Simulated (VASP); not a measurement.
# Mg (Im-3m) in VASP: a series of runs, part 2 of 2

VASP 6.6.1.

**4. Single point, LDA**

This run uses another cell than the first one, of 17.57 Å³/atom, 1.180 times its volume.

INCAR reads:

```
SYSTEM = Mg
PREC     = Accurate       ! precision mode
ENCUT    = 520            ! plane-wave cutoff, eV
EDIFF    = 1E-7           ! SCF threshold, eV
ISMEAR   = 0              ! smearing method
SIGMA    = 0.1            ! smearing width, eV
LREAL    = .False.        ! projectors in reciprocal space
LASPH    = .True.         ! aspherical terms in the spheres
NELM     = 100            ! most SCF steps
ALGO     = Normal         ! electronic algorithm
ISIF     = 2              ! what is computed and relaxed
LWAVE    = .False.        ! write WAVECAR
LCHARG   = .False.        ! write CHGCAR
NBANDS   = 7              ! bands
```

KPOINTS reads:

```
Automatic mesh
0
Gamma
  20 20 20
  0 0 0
```

POSCAR reads:

```
Mg
1.0
   -1.6378494654      1.6378494654      1.6378494654
    1.6378494654     -1.6378494654      1.6378494654
    1.6378494654      1.6378494654     -1.6378494654
Mg
1
Direct
    0.0000000000      0.0000000000      0.0000000000
```

Potentials or basis: VASP PAW LDA potentials, release 64 (Mg).

Started as:

```console
$ cat potpaw_LDA.64/Mg/POTCAR > POTCAR
$ mpirun -np 1 vasp_std > vasp.out
```

OUTCAR:

```text
SYSTEM = Mg
   PREC = Accurate
   ENCUT = 520
   EDIFF = 1E-7
   ISMEAR = 0
   LREAL = .False.
   LASPH = .True.
   NELM = 100
   ISIF = 2

 ion  position               nearest neighbor table
   1  0.000  0.000  0.000-

  LATTYP: Found a body centered cubic cell.
 ALAT       =     3.2756989308

  Lattice vectors:

 A1 = (  -1.6378494654,   1.6378494654,   1.6378494654)
 A2 = (   1.6378494654,  -1.6378494654,   1.6378494654)
 A3 = (   1.6378494654,   1.6378494654,  -1.6378494654)

Analysis of symmetry for initial positions (statically):
=====================================================================
 Subroutine PRICEL returns:
 Original cell was already a primitive cell.

 Routine SETGRP: Setting up the symmetry group for a
 body centered cubic supercell.

 Subroutine GETGRP returns: Found 48 space group operations
 (whereof 48 operations were pure point group operations)
 out of a pool of 48 trial point group operations.

The static configuration has the point symmetry O_h .

Analysis of symmetry for dynamics (positions and initial velocities):
=====================================================================
 Subroutine PRICEL returns:
 Original cell was already a primitive cell.

 Routine SETGRP: Setting up the symmetry group for a
 body centered cubic supercell.

 Subroutine GETGRP returns: Found 48 space group operations
 (whereof 48 operations were pure point group operations)
 out of a pool of 48 trial point group operations.

The dynamic configuration has the point symmetry O_h .

 Subroutine INISYM returns: Found 48 space group operations
 (whereof 48 operations are pure point group operations),
 and found     1 'primitive' translations

----------------------------------------------------------------------------------------

                                     Primitive cell

  volume of cell :      17.5745

  direct lattice vectors                    reciprocal lattice vectors
    -1.637849465  1.637849465  1.637849465     0.000000000  0.305278361  0.305278361
     1.637849465 -1.637849465  1.637849465     0.305278361  0.000000000  0.305278361
     1.637849465  1.637849465 -1.637849465     0.305278361  0.305278361  0.000000000

  length of vectors
     2.836838489  2.836838489  2.836838489     0.431728798  0.431728798  0.431728798

  position of ions in fractional coordinates (direct lattice)
     0.000000000  0.000000000  0.000000000

  ion indices of the primitive-cell ions
   primitive index   ion index
                 1           1

----------------------------------------------------------------------------------------

 KPOINTS: Automatic mesh

Automatic generation of k-mesh.
 Grid dimensions read from file:
 generate k-points for:   20   20   20

 Generating k-lattice:

  Cartesian coordinates                     Fractional coordinates (reciprocal lattice)
     0.000000000  0.015263918  0.015263918     0.050000000  0.000000000  0.000000000
     0.015263918  0.000000000  0.015263918     0.000000000  0.050000000  0.000000000
     0.015263918  0.015263918  0.000000000     0.000000000  0.000000000  0.050000000

  Length of vectors
     0.021586440  0.021586440  0.021586440

  Shift w.r.t. Gamma in fractional coordinates (k-lattice)
     0.000000000  0.000000000  0.000000000

 Subroutine IBZKPT returns following result:
 ===========================================

 Found    256 irreducible k-points:

 Following reciprocal coordinates:
            Coordinates               Weight
  0.000000  0.000000  0.000000      1.000000
  0.050000  0.000000  0.000000     12.000000
  0.100000  0.000000  0.000000     12.000000
  0.150000  0.000000  0.000000     12.000000
  0.200000  0.000000  0.000000     12.000000
  0.250000  0.000000  0.000000     12.000000
[... 16 lines left out ...]
  0.200000  0.100000 -0.000000     48.000000
  0.250000  0.100000  0.000000     48.000000
 [... further k-points ...]
   k-points           NKPTS =    256   k-points in BZ     NKDIM =    256   number of bands    NBANDS=      7
   number of dos      NEDOS =    301   number of ions     NIONS =      1
   total plane-waves  NPLWV =  13824
   dimension x,y,z NGX =    24 NGY =   24 NGZ =   24
   dimension x,y,z NGXF=    48 NGYF=   48 NGZF=   48
   ions per type =               1
   NGX,Y,Z   is equivalent  to a cutoff of  14.06, 14.06, 14.06 a.u.
   NGXF,Y,Z  is equivalent  to a cutoff of  28.13, 28.13, 28.13 a.u.
 SYSTEM =  Mg
   PREC   = accura    normal or accurate (medium, high low for compatibility)
   ISTART =      0    job   : 0-new  1-cont  2-samecut
   ICHARG =      2    charge: 1-file 2-atom 10-const
   ISPIN  =      1    spin polarized calculation?
   LNONCOLLINEAR =      F non collinear calculations
   LSORBIT =      F    spin-orbit coupling
   LASPH  =      T    aspherical Exc in radial PAW
   ENCUT  =  520.0 eV  38.22 Ry    6.18 a.u.   5.27  5.27  5.27*2*pi/ulx,y,z
   NELM   =    100;   NELMIN=  2; NELMDL= -5     # of ELM steps
   EDIFF  = 0.1E-06   stopping-criterion for ELM
   LREAL  =      F    real-space projection
   EDIFFG = 0.1E-05   stopping-criterion for IOM
   NSW    =      0    number of steps for IOM
   IBRION =     -1    ionic relax: 0-MD 1-quasi-New 2-CG
   NFREE  =      0    steps in history (QN), initial steepest desc. (CG)
   ISIF   =      2    stress and relaxation
   ISYM   =      2    0-nonsym 1-usesym 2-fastsym
   POTIM  = 0.5000    time-step for ionic-motion
   TEBEG  =    0.0;   TEEND  =   0.0 temperature during run
   PSTRESS=    0.0 pullay stress
   NELECT =       2.0000    total number of electrons
   NUPDOWN=      -1.0000    fix difference up-down
   EMIN   =  10.00;   EMAX   =-10.00  energy-range for DOS
   EFERMI =   0.00;   METHOD = LEGACY
   ISMEAR =     0;   SIGMA  =   0.10  broadening in eV -4-tet -1-fermi 0-gaus
   EFERMI_NEDOS =   21; number of points for ismear=-14 and -15
   IALGO  =     38    algorithm
   IMIX   =      4    mixing-type and parameters
     AMIX     =   0.40;   BMIX     =  1.00
     AMIX_MAG =   1.60;   BMIX_MAG =  1.00
  volume/ion in A,a.u.               =      17.57       118.60
  Fermi-wavevector in a.u.,A,eV,Ry     =   0.793337  1.499189  8.563276  0.629383
  Thomas-Fermi vector in A             =   1.899252
   LORBIT       =      0    0 simple, 1 ext, 2 COOP (PROOUT), +10 PAW based schemes
   GGA     = CA    functional components
   LHFCALC =     F    Hartree Fock is set to
   AEXX    =    0.0000 exact exchange contribution
   IVDW    =     0    specifies the selected vdW correction
   LEPSILON=     F    determine dielectric tensor
   LRPA    =     F    only Hartree local field effects (RPA)
 non-spin polarized calculation
 Gauss-broadening in eV      SIGMA  =   0.10
  energy-cutoff  :      520.00
  volume of cell :       17.57
 maximum number of plane-waves:       490
 NGX is ok and might be reduce to    24
   NGX = 11   NGY = 11   NGZ = 11

 number of electron       2.0000000 magnetization

 Free energy of the ion-electron system (eV)
  ---------------------------------------------------
  ext. energy  EPLUGINS =         0.00000000
  ---------------------------------------------------
  free energy    TOTEN  =        -1.66550210 eV

  energy without entropy =       -1.66426475  energy(sigma->0) =       -1.66488343

 E-fermi :   4.1155     XC(G=0):  -9.5880

 val. band max:        4.1033264152   @ k =   0.4500   0.0000   0.0000
 cond. band min:       4.1505883496   @ k =  -0.4000  -0.4500   0.0500
 fundamental gap:      0.0472619343
 Fermi energy:         4.1154680713

 k-point     1 :       0.0000    0.0000    0.0000
  band No.  band energies     occupation
      1      -4.1245      2.00000
      2      18.8430      0.00000
      3      18.8430      0.00000
      4      18.8430      0.00000
      5      21.2539      0.00000
      6      21.2539      0.00000
      7      22.8572      0.00000

 k-point     2 :       0.0500    0.0000    0.0000
  band No.  band energies     occupation
      1      -4.0541      2.00000
      2      18.1222      0.00000
      3      18.4715      0.00000
      4      18.6418      0.00000
      5      20.5254      0.00000
      6      20.6735      0.00000
      7      22.8395      0.00000
[... 201 lines left out ...]
 k-point    23 :       0.2000    0.1000   -0.0000
  band No.  band energies     occupation
      1      -2.1803      2.00000
      2      10.6687      0.00000
      3      13.2364      0.00000
      4      16.1547      0.00000
      5      18.5209      0.00000
      6      20.6078      0.00000
      7      22.6292      0.00000

 k-point    24 :       0.2500    0.1000    0.0000
  band No.  band energies     occupation
      1      -1.4311      2.00000
      2       8.9214      0.00000
      3      12.6609      0.00000
      4      15.6942      0.00000
      5      18.0812      0.00000
      6      20.5573      0.00000
      7      22.7993      0.00000

 [... further k-points ...]
[... 5 lines left out ...]
  --------------------------------------------------------------------------------------
  -------------------------------------------------------------------------------------
  Total        1.2830537      1.2830537      1.2830537      0.0000000     -0.0000000     -0.0000000
  in kB      116.9697289    116.9697289    116.9697289      0.0000000     -0.0000000     -0.0000000
  external PRESSURE =     116.9697289 kB  Pullay stress =       0.0000000 kB

 VOLUME and BASIS-vectors are now :
 -----------------------------------------------------------------------------
  energy-cutoff  :      520.00
  volume of cell :       17.57
      direct lattice vectors                 reciprocal lattice vectors
    -1.637849465  1.637849465  1.637849465     0.000000000  0.305278361  0.305278361
     1.637849465 -1.637849465  1.637849465     0.305278361  0.000000000  0.305278361
     1.637849465  1.637849465 -1.637849465     0.305278361  0.305278361  0.000000000

 POSITION                                       TOTAL-FORCE (eV/Angst)
 -----------------------------------------------------------------------------------
      0.00000      0.00000      0.00000         0.000000      0.000000      0.000000
 -----------------------------------------------------------------------------------
    total drift:                                0.000000      0.000000      0.000000

  FREE ENERGIE OF THE ION-ELECTRON SYSTEM (eV)
  ---------------------------------------------------
  free  energy   TOTEN  =        -1.6655021047 eV

  energy  without entropy=       -1.6642647538  energy(sigma->0) =       -1.66488343
```

Wall time 13 s (1 thread of Intel Xeon 6975P-C, shared host); peak memory 0.15 GiB.

What came out:

```yaml
Free_energy: -1.6655 eV
Pressure: 11.7 GPa
Band_gap_on_the_k_mesh: zero (band 1 reaches 8.14 eV, above the bottom of band 2 at 3.13 eV)
```

Levels at points of the mesh, in eV from the Fermi level:
```tsv
k point	band 1	band 2	band 3	band 4
(0.00, 0.00, 0.00)	-8.24	14.73	14.73	14.73
(0.50, 0.00, 0.00)	-1.93	-0.98	9.53	11.41
(0.50, 0.50, 0.50)	4.02	4.02	4.63	4.63
```

**5. Single point, LDA**

This run uses another cell than the first one, of 17.57 Å³/atom, 1.180 times its volume.

INCAR reads:

```
PREC = Accurate
ENCUT = 520
EDIFF = 1E-7
ISMEAR = 0
SIGMA = 0.1
LREAL = F
LASPH = T
NELM = 80
ALGO = Normal
ISIF = 2
LWAVE = F
LCHARG = T
LELF = T
LVHAR = T
NBANDS = 7
```

KPOINTS reads:

```
regular mesh
0
Gamma
  20 20 20
```

POSCAR is that of step 4.

Potentials or basis: VASP PAW LDA potentials, release 64 (Mg).

Started as:

```console
$ cat potpaw_LDA.64/Mg/POTCAR > POTCAR
$ mpirun -np 1 vasp_std > vasp.out
```

OUTCAR:

```text
PREC = Accurate
   ENCUT = 520
   EDIFF = 1E-7
   ISMEAR = 0
   LREAL = F
   LASPH = T
   NELM = 80
   ISIF = 2

 ion  position               nearest neighbor table
   1  0.000  0.000  0.000-

  LATTYP: Found a body centered cubic cell.
 ALAT       =     3.2756989308

  Lattice vectors:

 A1 = (  -1.6378494654,   1.6378494654,   1.6378494654)
 A2 = (   1.6378494654,  -1.6378494654,   1.6378494654)
 A3 = (   1.6378494654,   1.6378494654,  -1.6378494654)

[... 410 lines left out ...]
 k-point    24 :       0.2500    0.1000    0.0000
  band No.  band energies     occupation
      1      -1.4311      2.00000
      2       8.9214      0.00000
      3      12.6609      0.00000
      4      15.6942      0.00000
      5      18.0812      0.00000
      6      20.5573      0.00000
      7      22.7993      0.00000

 [... further k-points ...]
[... 5 lines left out ...]
  --------------------------------------------------------------------------------------
  -------------------------------------------------------------------------------------
  Total        1.2830537      1.2830537      1.2830537      0.0000000     -0.0000000     -0.0000000
  in kB      116.9697289    116.9697289    116.9697289      0.0000000     -0.0000000     -0.0000000
  external PRESSURE =     116.9697289 kB  Pullay stress =       0.0000000 kB

 VOLUME and BASIS-vectors are now :
 -----------------------------------------------------------------------------
  energy-cutoff  :      520.00
  volume of cell :       17.57
      direct lattice vectors                 reciprocal lattice vectors
    -1.637849465  1.637849465  1.637849465     0.000000000  0.305278361  0.305278361
     1.637849465 -1.637849465  1.637849465     0.305278361  0.000000000  0.305278361
     1.637849465  1.637849465 -1.637849465     0.305278361  0.305278361  0.000000000

 POSITION                                       TOTAL-FORCE (eV/Angst)
 -----------------------------------------------------------------------------------
      0.00000      0.00000      0.00000         0.000000      0.000000      0.000000
 -----------------------------------------------------------------------------------
    total drift:                                0.000000      0.000000      0.000000

  FREE ENERGIE OF THE ION-ELECTRON SYSTEM (eV)
  ---------------------------------------------------
  free  energy   TOTEN  =        -1.6655021047 eV

  energy  without entropy=       -1.6642647538  energy(sigma->0) =       -1.66488343
```

Run time: 12 s. Hardware: 1 thread of Intel Xeon 6975P-C, shared host; peak memory 0.15 GiB.

Results:

```yaml
Free_energy: -1.6655 eV
Pressure: 11.7 GPa
Band_gap_on_the_k_mesh: zero (band 1 reaches 8.14 eV, above the bottom of band 2 at 3.13 eV)
```
